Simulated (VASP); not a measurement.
# Ti (P6_3/mmc) in VASP: further runs

Ti is run at these levels: PBEsol; tasks: single point, relaxation of cell and atoms.

All numbers are computed with VASP 6.6.1; they aren't measurements. Logs are shortened: lines on timing, memory, paths and dates and some standing lists are left out, and cuts for length are marked.

### Step 1. The cell of the first run

It takes space group P6_3/mmc (No. 194, hexagonal). The conventional cell has a = 2.901 Å, b = 2.901 Å, c = 4.593 Å, α = 90.00°, β = 90.00°, γ = 120.00°. Within 3.7 Å of Ti (site symmetry -6m2) lie 12 Ti at 2.84 to 2.90 Å.

### Step 2. Single point, PBEsol, collinear spin, ferromagnetic start

The input, INCAR:

```
SYSTEM = Ti
ALGO = Normal
EDIFF = 1E-6
ENCUT = 520
GGA = PS
ISIF = 2
ISMEAR = -1
ISPIN = 2
LASPH = .TRUE.
LCHARG = .FALSE.
LMAXMIX = 4
LORBIT = 11
LREAL = .FALSE.
LWAVE = .FALSE.
MAGMOM = 1 1
NBANDS = 23
NELM = 150
PREC = Accurate
SIGMA = 0.05
```

The input, KPOINTS:

```
k-points
0
G
  12 12 7
  0 0 0
```

The input, POSCAR:

```
Ti
1.0
    2.9006741627      0.0000000000      0.0000000000
   -1.4503370813      2.5120575130      0.0000000000
    0.0000000000      0.0000000000      4.5927264989
Ti
2
Direct
    0.3333333333      0.6666666667      0.2500000000
    0.6666666667      0.3333333333      0.7500000000
```

Potentials or basis: VASP PAW PBE potentials, release 64 (Ti_sv).

Command:

```
> cat potpaw_PBE.64/Ti_sv/POTCAR > POTCAR
> mpirun -np 1 vasp_std > vasp.out
```

OUTCAR:

```text
SYSTEM = Ti
   EDIFF = 1E-6
   ENCUT = 520
   GGA = PS
   ISIF = 2
   ISMEAR = -1
   ISPIN = 2
   LASPH = .TRUE.
   LORBIT = 11
   LREAL = .FALSE.
   NELM = 150
   PREC = Accurate

 ion  position               nearest neighbor table
   1  0.333  0.667  0.250-   2 2.84   2 2.84   2 2.84   2 2.84   2 2.84   2 2.84
   2  0.667  0.333  0.750-   1 2.84   1 2.84   1 2.84   1 2.84   1 2.84   1 2.84

  LATTYP: Found a hexagonal cell.
 ALAT       =     2.9006741627
 C/A-ratio  =     1.5833307160

  Lattice vectors:

 A1 = (   2.9006741627,   0.0000000000,   0.0000000000)
 A2 = (  -1.4503370813,   2.5120575130,   0.0000000000)
 A3 = (   0.0000000000,   0.0000000000,   4.5927264989)

Analysis of symmetry for initial positions (statically):
=====================================================================
 Subroutine PRICEL returns:
 Original cell was already a primitive cell.

 Routine SETGRP: Setting up the symmetry group for a
 hexagonal supercell.

 Subroutine GETGRP returns: Found 24 space group operations
 (whereof 12 operations were pure point group operations)
 out of a pool of 24 trial point group operations.

The static configuration has the point symmetry D_3d.
 The point group associated with its full space group is D_6h.

Analysis of symmetry for dynamics (positions and initial velocities):
=====================================================================
 Subroutine PRICEL returns:
 Original cell was already a primitive cell.

 Routine SETGRP: Setting up the symmetry group for a
 hexagonal supercell.

 Subroutine GETGRP returns: Found 24 space group operations
 (whereof 12 operations were pure point group operations)
 out of a pool of 24 trial point group operations.

The dynamic configuration has the point symmetry D_3d.
 The point group associated with its full space group is D_6h.

Analysis of structural, dynamic, and magnetic symmetry:
=====================================================================
 Subroutine PRICEL returns:
 Original cell was already a primitive cell.

 Routine SETGRP: Setting up the symmetry group for a
 hexagonal supercell.

 Subroutine GETGRP returns: Found 24 space group operations
 (whereof 12 operations were pure point group operations)
 out of a pool of 24 trial point group operations.

The overall configuration has the point symmetry D_3d.
 The point group associated with its full space group is D_6h.

 Subroutine INISYM returns: Found 24 space group operations
 (whereof 12 operations are pure point group operations),
 and found     1 'primitive' translations

----------------------------------------------------------------------------------------

                                     Primitive cell
[... 112 lines left out ...]
  volume/ion in A,a.u.               =      16.73       112.92
  Fermi-wavevector in a.u.,A,eV,Ry     =   1.465364  2.769137 29.215680  2.147292
  Thomas-Fermi vector in A             =   2.581230
   LORBIT       =     11    0 simple, 1 ext, 2 COOP (PROOUT), +10 PAW based schemes
   GGA     = PS    functional components
   LHFCALC =     F    Hartree Fock is set to
   AEXX    =    0.0000 exact exchange contribution
   IVDW    =     0    specifies the selected vdW correction
   LEPSILON=     F    determine dielectric tensor
   LRPA    =     F    only Hartree local field effects (RPA)
 spin polarized calculation
  energy-cutoff  :      520.00
  volume of cell :       33.47
 maximum number of plane-waves:       929
 NGX is ok and might be reduce to    24
   NGX = 11   NGY = 11   NGZ = 17

 number of electron      23.9999999 magnetization      -0.0019835

 number of electron      23.9999999 magnetization       0.0001411

 Free energy of the ion-electron system (eV)
  ---------------------------------------------------
  ext. energy  EPLUGINS =         0.00000000
  ---------------------------------------------------
  free energy    TOTEN  =       -16.68629915 eV

  energy without entropy =      -16.66832961  energy(sigma->0) =      -16.67731438

 E-fermi :   8.6086     XC(G=0): -11.8149

 val. band max:        8.6016798961   @ k =   0.1667   0.0000   0.1429
 cond. band min:       8.6127496468   @ k =   0.0000   0.0000   0.4286
 fundamental gap:      0.0110697507
 Fermi energy:         8.6086072132

 spin component 1

 k-point     1 :       0.0000    0.0000    0.0000
  band No.  band energies     occupation
      1     -47.9620      1.00000
      2     -47.7995      1.00000
      3     -24.6974      1.00000
      4     -23.9697      1.00000
      5     -23.9697      1.00000
      6     -23.8866      1.00000
[... 613 lines left out ...]
     22      18.6872      0.00000
     23      22.0580      0.00000

 [... further k-points ...]

 spin component 2

 k-point     1 :       0.0000    0.0000    0.0000
  band No.  band energies     occupation
      1     -47.9619      1.00000
      2     -47.7995      1.00000
      3     -24.6974      1.00000
      4     -23.9696      1.00000
      5     -23.9696      1.00000
      6     -23.8865      1.00000
[... 613 lines left out ...]
     22      18.6872      0.00000
     23      22.0580      0.00000

 [... further k-points ...]
[... 5 lines left out ...]
  --------------------------------------------------------------------------------------
  -------------------------------------------------------------------------------------
  Total       -0.0474911     -0.0474911     -0.0503972     -0.0000000      0.0000000      0.0000000
  in kB       -2.2736505     -2.2736505     -2.4127787     -0.0000000      0.0000000      0.0000000
  external PRESSURE =      -2.3200266 kB  Pullay stress =       0.0000000 kB

 VOLUME and BASIS-vectors are now :
 -----------------------------------------------------------------------------
  energy-cutoff  :      520.00
  volume of cell :       33.47
      direct lattice vectors                 reciprocal lattice vectors
     2.900674163  0.000000000  0.000000000     0.344747443  0.199040029  0.000000000
    -1.450337081  2.512057513  0.000000000     0.000000000  0.398080058  0.000000000
     0.000000000  0.000000000  4.592726499     0.000000000  0.000000000  0.217735587

 POSITION                                       TOTAL-FORCE (eV/Angst)
 -----------------------------------------------------------------------------------
     -0.00000      1.67471      1.14818        -0.000000     -0.000000      0.000000
      1.45034      0.83735      3.44454         0.000000      0.000000      0.000000
 -----------------------------------------------------------------------------------
    total drift:                               -0.000000      0.000000     -0.000000

  FREE ENERGIE OF THE ION-ELECTRON SYSTEM (eV)
  ---------------------------------------------------
  free  energy   TOTEN  =       -16.6862991520 eV

  energy  without entropy=      -16.6683296137  energy(sigma->0) =      -16.67731438

 total charge

# of ion       s       p       d       tot
------------------------------------------
    1        2.259   6.129   1.910  10.298
    2        2.259   6.129   1.910  10.298
--------------------------------------------------
tot          4.518  12.259   3.819  20.596

 magnetization (x)

# of ion       s       p       d       tot
------------------------------------------
    1       -0.000   0.000   0.000   0.000
    2       -0.000   0.000   0.000   0.000
--------------------------------------------------
tot         -0.000   0.000   0.000   0.000
```

OSZICAR:

```text
N       E                     dE             d eps       ncg     rms          rms(c)
DAV:   1     0.276382708827E+03    0.27638E+03   -0.12266E+04  7032   0.131E+03
DAV:   2     0.117517836046E+02   -0.26463E+03   -0.25644E+03  7216   0.390E+02
DAV:   3    -0.175128128072E+02   -0.29265E+02   -0.28846E+02 13257   0.107E+02
DAV:   4    -0.185487225494E+02   -0.10359E+01   -0.10344E+01  7652   0.208E+01
DAV:   5    -0.185723345527E+02   -0.23612E-01   -0.23611E-01  9293   0.275E+00    0.146E+01
DAV:   6    -0.166437303600E+02    0.19286E+01   -0.50940E+00  7802   0.233E+01    0.374E+00
DAV:   7    -0.166593048802E+02   -0.15575E-01   -0.52787E-01  9804   0.509E+00    0.262E+00
DAV:   8    -0.166734446971E+02   -0.14140E-01   -0.34127E-02  7774   0.160E+00    0.152E+00
DAV:   9    -0.166835203940E+02   -0.10076E-01   -0.27999E-02  7601   0.140E+00    0.537E-01
DAV:  10    -0.166861084443E+02   -0.25881E-02   -0.59378E-03  9466   0.508E-01    0.796E-02
DAV:  11    -0.166862733234E+02   -0.16488E-03   -0.31224E-04  8836   0.132E-01    0.424E-02
DAV:  12    -0.166863029311E+02   -0.29608E-04   -0.10467E-04  8428   0.715E-02    0.113E-02
DAV:  13    -0.166862998013E+02    0.31298E-05   -0.14526E-05  9264   0.267E-02    0.774E-03
DAV:  14    -0.166862991520E+02    0.64930E-06   -0.97580E-07  6004   0.866E-03
   1 F= -.16686299E+02 E0= -.16677314E+02  d E =-.179695E-01  mag=    -0.0002
```

Run time: 71 s. Hardware: 1 thread of Intel Xeon Platinum 8488C (Sapphire Rapids), shared host; peak memory 0.22 GiB.

Results:

```yaml
Free_energy: -16.6863 eV
Pressure: -0.2 GPa
Band_gap_on_the_k_mesh: zero (filled and empty bands overlap)
Net_moment: 0.00 μB per cell
Valence_electrons_inside_the_program's_atomic_spheres: Ti 10.30
```

Levels at points of the mesh, in eV from the Fermi level:
Spin up:
```
           k point  band 9  band 10  band 11  band 12  band 13  band 14  band 15  band 16
(0.00, 0.00, 0.00)   -6.30    -2.79     0.79     0.79     0.89     0.92     1.32     1.32
(0.50, 0.00, 0.00)   -2.40    -2.28    -1.95    -0.58     0.47     0.66     1.23     3.51
```
Spin down:
```tsv
k point	band 10	band 11	band 12	band 13	band 14	band 15
(0.00, 0.00, 0.00)	-2.79	0.79	0.79	0.89	0.92	1.32
(0.50, 0.00, 0.00)	-2.28	-1.95	-0.58	0.47	0.66	1.23
```

Caveat: the PAW data sets were made with another functional, which shifts forces and pressure a little.

### Step 3. Relaxation of cell and atoms, PBEsol, collinear spin, ferromagnetic start

This run uses another cell than the first one, of 17.66 Å³/atom, 1.055 times its volume.

The input, INCAR:

```
ALGO = Normal
EDIFF = 1E-6
EDIFFG = -0.01
ENCUT = 600
GGA = PS
IBRION = 2
ISIF = 3
ISMEAR = -1
ISPIN = 2
LASPH = True
LCHARG = False
LMAXMIX = 4
LORBIT = 11
LREAL = False
LWAVE = False
MAGMOM = 1 1
NELM = 150
NSW = 80
PREC = Accurate
SIGMA = 0.05
```

The input, KPOINTS:

```
k-points
0
Gamma
  12 12 7
```

The input, POSCAR:

```
Ti
1.0
    2.9499978604      0.0000000000      0.0000000000
   -1.4749989302      2.5547730882      0.0000000000
    0.0000000000      0.0000000000      4.6860000000
Ti
2
Direct
    0.3333333333      0.6666666667      0.2500000000
    0.6666666667      0.3333333333      0.7500000000
```

Potentials or basis: VASP PAW PBE potentials, release 64 (Ti_sv).

Command:

```
> cat potpaw_PBE.64/Ti_sv/POTCAR > POTCAR
> mpirun -np 1 vasp_std > vasp.out
```

It took 3.9 min on 1 thread of Intel Xeon Platinum 8488C (Sapphire Rapids), shared host; peak memory 0.23 GiB.

It converged, with:

```yaml
Free_energy: -16.6868 eV
Relaxed_volume: 16.69 Å³/atom
Relaxed_cell: a = 2.898 Å, b = 2.898 Å, c = 4.591 Å, α = 90.00°, β = 90.00°, γ = 120.00°
Space_group_after_relaxing_to_0.05_Å: P6_3/mmc (No. 194)
Energy_gained_by_relaxing: 19.2 meV/atom
Ionic_steps: 5
Pressure_after_relaxing: 0.0 GPa
Band_gap_on_the_k_mesh: zero (filled and empty bands overlap)
Net_moment: 0.00 μB per cell
Valence_electrons_inside_the_program's_atomic_spheres: Ti 10.30
```

Stress tensor (GPa, compression positive):
```
 0.04  0.00  0.00
 0.00  0.04  0.00
 0.00  0.00 -0.06
```

The path:
```
step  energy change (eV)  largest force (eV/Å)  pressure (GPa)  volume (Å³)
   1              0.0000                0.0000           -6.06        35.32
   2             -0.0162                0.0000            5.33        32.01
   3             -0.0383                0.0000           -0.01        33.39
   4             -0.0383                0.0000            0.08        33.35
   5             -0.0383                0.0000            0.01        33.39
```

Final structure:
```yaml
crystal:
  lattice:
    - [2.89787, 0.00000, 0.00000]
    - [-1.44893, 2.50963, 0.00000]
    - [0.00000, 0.00000, 4.59098]
  atoms:
    - { symbol: Ti, position: [0.33333, 0.66667, 0.25000] }
    - { symbol: Ti, position: [0.66667, 0.33333, 0.75000] }
```

Levels at points of the mesh, in eV from the Fermi level:
Spin up:
```tsv
k point	band 9	band 10	band 11	band 12	band 13	band 14	band 15	band 16
(0.00, 0.00, 0.00)	-6.30	-2.80	0.79	0.79	0.89	0.92	1.32	1.32
(0.50, 0.00, 0.00)	-2.40	-2.28	-1.96	-0.58	0.47	0.66	1.23	3.52
```
Spin down:
```tsv
k point	band 10	band 11	band 12	band 13	band 14	band 15
(0.00, 0.00, 0.00)	-2.80	0.79	0.79	0.89	0.92	1.32
(0.50, 0.00, 0.00)	-2.28	-1.96	-0.58	0.47	0.66	1.23
```

Caveat: the PAW data sets were made with another functional, which shifts forces and pressure a little.

### Step 4. Single point, PBEsol

The input, INCAR:

```
  ALGO = Normal
  EDIFF = 1E-6
  ENCUT = 520
  GGA = PS
  ISIF = 2
  ISMEAR = -1
  LASPH = True
  LCHARG = True
  LELF = True
  LREAL = False
  LVHAR = True
  LWAVE = False
  NBANDS = 19
  NELM = 80
  PREC = Accurate
  SIGMA = 0.1
```

KPOINTS is that of step 3.

The input, POSCAR:

```
Ti
1.0
    2.9009535275      0.0000000000      0.0000000000
   -1.4504767637      2.5122994500      0.0000000000
    0.0000000000      0.0000000000      4.5953012972
Ti
2
Direct
    0.3333333333      0.6666666667      0.2500000000
    0.6666666667      0.3333333333      0.7500000000
```

Command:

```
> cat potpaw_PBE.64/Ti_sv/POTCAR > POTCAR
> mpirun -np 1 vasp_std > vasp.out
```

Run time: 25 s. Hardware: 1 thread of Intel Xeon 6975P-C, shared host; peak memory 0.18 GiB.

Results (log left out):

```yaml
Free_energy: -16.7137 eV
Pressure: -0.2 GPa
Band_gap_on_the_k_mesh: zero (band 12 reaches 9.39 eV, above the bottom of band 13 at 8.32 eV)
```

Levels at points of the mesh, in eV from the Fermi level:
```csv
k point,band 9,band 10,band 11,band 12,band 13,band 14,band 15,band 16
"(0.00, 0.00, 0.00)",-6.27,-2.76,0.82,0.82,0.91,0.95,1.34,1.34
"(0.50, 0.00, 0.00)",-2.38,-2.25,-1.92,-0.56,0.50,0.68,1.26,3.54
```

Caveat: the PAW data sets were made with another functional, which shifts forces and pressure a little.

### Step 5. Relaxation of cell and atoms, PBEsol

This run uses another cell than the first one, of 17.66 Å³/atom, 1.055 times its volume.

The input, INCAR:

```
PREC = Accurate ; ENCUT = 600
EDIFF = 1E-6 ; ISMEAR = -1
SIGMA = 0.1 ; LREAL = F
LASPH = T ; NELM = 80
ALGO = Normal ; ISIF = 3
LWAVE = F ; LCHARG = F
GGA = PS ; IBRION = 2
NSW = 80 ; EDIFFG = -0.01
```

The input, KPOINTS:

```
Automatic mesh
0
Gamma
  12 12 7
```

The input, POSCAR:

```
Ti
1.0
    2.9499978604      0.0000000000      0.0000000000
   -1.4749989302      2.5547730882      0.0000000000
    0.0000000000      0.0000000000      4.6860000000
Ti
2
Direct
    0.3333333333      0.6666666667      0.2500000000
    0.6666666667      0.3333333333      0.7500000000
```

Command:

```
> cat potpaw_PBE.64/Ti_sv/POTCAR > POTCAR
> mpirun -np 1 vasp_std > vasp.out
```

Wall time 1.9 min (1 thread of Intel Xeon 6975P-C, shared host); peak memory 0.19 GiB.

The run converged. Its results:

| Item | Value |
| --- | --- |
| Free energy | -16.7142 eV |
| Relaxed volume | 16.71 Å³/atom |
| Relaxed cell | a = 2.898 Å, b = 2.898 Å, c = 4.594 Å, α = 90.00°, β = 90.00°, γ = 120.00° |
| Space group after relaxing (to 0.05 Å) | P6_3/mmc (No. 194) |
| Energy gained by relaxing | 18.5 meV/atom |
| Ionic steps | 5 |
| Pressure after relaxing | 0.0 GPa |
| Band gap on the k mesh | zero (band 12 reaches 9.42 eV, above the bottom of band 13 at 8.35 eV) |

Stress tensor (GPa, compression positive):
```
 0.02  0.00  0.00
 0.00  0.02  0.00
 0.00  0.00 -0.08
```

Step by step:
| step | energy change (eV) | largest force (eV/Å) | pressure (GPa) | volume (Å³) |
| --- | --- | --- | --- | --- |
| 1 | 0.0000 | 0.0000 | -5.93 | 35.32 |
| 2 | -0.0164 | 0.0000 | 5.12 | 32.08 |
| 3 | -0.0370 | 0.0000 | -0.01 | 33.41 |
| 4 | -0.0369 | 0.0000 | 0.09 | 33.38 |
| 5 | -0.0370 | 0.0000 | -0.01 | 33.42 |

Final structure:
```cif
data_structure
_symmetry_space_group_name_H-M 'P 1'
_symmetry_Int_Tables_number 1
_cell_length_a 2.8984
_cell_length_b 2.8984
_cell_length_c 4.5936
_cell_angle_alpha 90.000
_cell_angle_beta 90.000
_cell_angle_gamma 120.000
_cell_volume 33.42
loop_
_atom_site_label
_atom_site_type_symbol
_atom_site_fract_x
_atom_site_fract_y
_atom_site_fract_z
_atom_site_occupancy
Ti1 Ti 0.33333 0.66667 0.25000 1
Ti2 Ti 0.66667 0.33333 0.75000 1
```

Levels at points of the mesh, in eV from the Fermi level:
```
           k point  band 8  band 9  band 10  band 11  band 12  band 13  band 14  band 15  band 16
(0.00, 0.00, 0.00)  -32.43   -6.28    -2.77     0.82     0.82     0.91     0.95     1.35     1.35
(0.50, 0.00, 0.00)  -32.51   -2.38    -2.25    -1.93    -0.55     0.51     0.68     1.26     3.55
```

Caveat: the PAW data sets were made with another functional, which shifts forces and pressure a little.

### Step 6. Single point, PBEsol (volume scaled by 0.88)

The input, INCAR:

```
  PREC = Accurate
  ENCUT = 520
  EDIFF = 1E-6
  ISMEAR = -1
  SIGMA = 0.1
  LREAL = F
  LASPH = T
  NELM = 60
  ALGO = Normal
  ISIF = 2
  LWAVE = F
  LCHARG = F
  GGA = PS
  NBANDS = 19
```

The input, KPOINTS:

```
Automatic mesh
0
Gamma
  20 20 11
```

The input, POSCAR:

```
Ti
1.0
    2.7799372672      0.0000000000      0.0000000000
   -1.3899686336      2.4074962943      0.0000000000
    0.0000000000      0.0000000000      4.4036035769
Ti
2
Direct
    0.3333333333      0.6666666667      0.2500000000
    0.6666666667      0.3333333333      0.7500000000
```

Potentials or basis: VASP PAW PBE potentials, release 64 (Ti_sv).

Command:

```
> cat potpaw_PBE.64/Ti_sv/POTCAR > POTCAR
> mpirun -np 1 vasp_std > vasp.out
```

Run time: 96 s. Hardware: 1 thread of Intel Xeon 6975P-C, shared host; peak memory 0.25 GiB.

The run converged. Its results:

```
Free energy            : -16.5077 eV
Pressure               : 18.4 GPa
Band gap on the k mesh : zero (band 12 reaches 10.96 eV, above the bottom of band 13 at 9.79 eV)
```

Stress tensor (GPa, compression positive):
```
18.19  0.00  0.00
 0.00 18.19  0.00
 0.00  0.00 18.76
```

Levels at points of the mesh, in eV from the Fermi level:
| k point | band 9 | band 10 | band 11 | band 12 | band 13 | band 14 | band 15 | band 16 |
| --- | --- | --- | --- | --- | --- | --- | --- | --- |
| (0.00, 0.00, 0.00) | -6.53 | -3.11 | 0.86 | 0.86 | 1.03 | 1.37 | 1.50 | 1.50 |
| (0.50, 0.00, 0.00) | -2.69 | -2.55 | -2.30 | -0.35 | 0.50 | 0.81 | 1.46 | 4.12 |

Caveat: the cell differs from its parent crystal (volume scaled by 0.88); the PAW data sets were made with another functional, which shifts forces and pressure a little.

### Step 7. Summary

| task | spin | cell | k mesh | cutoff (eV) | smearing | gap on the mesh (eV) | pressure (GPa) | moment (μB) | relaxed volume (Å³/atom) |
| --- | --- | --- | --- | --- | --- | --- | --- | --- | --- |
| single point | collinear, ferromagnetic start | a = 2.901, b = 2.901, c = 4.593 Å, angles 90.0, 90.0, 120.0°, 2 atoms | 12 × 12 × 7 | 520 | fermi-dirac 0.05 eV | none | -0.2 | 0.00 | - |
| relaxation of cell and atoms | collinear, ferromagnetic start | relaxed from a = 2.950, b = 2.950, c = 4.686 Å, angles 90.0, 90.0, 120.0°, 2 atoms | 12 × 12 × 7 | 600 | fermi-dirac 0.05 eV | none | 0.0 | 0.00 | 16.69 |
| single point | off | a = 2.901, b = 2.901, c = 4.595 Å, angles 90.0, 90.0, 120.0°, 2 atoms | 12 × 12 × 7 | 520 | fermi-dirac 0.1 eV | none | -0.2 | - | - |
| relaxation of cell and atoms | off | relaxed from a = 2.950, b = 2.950, c = 4.686 Å, angles 90.0, 90.0, 120.0°, 2 atoms | 12 × 12 × 7 | 600 | fermi-dirac 0.1 eV | none | 0.0 | - | 16.71 |
| single point | off | a = 2.780, b = 2.780, c = 4.404 Å, angles 90.0, 90.0, 120.0°, 2 atoms | 20 × 20 × 11 | 520 | fermi-dirac 0.1 eV | none | 18.4 | - | - |

Alike in all rows: level PBEsol; potentials or basis VASP PAW PBE potentials, release 64 (Ti_sv).

Caveats: the PAW data sets were made with another functional, which shifts forces and pressure a little.

Total energies depend on the potentials used, so only differences within one code and one set of settings carry meaning.
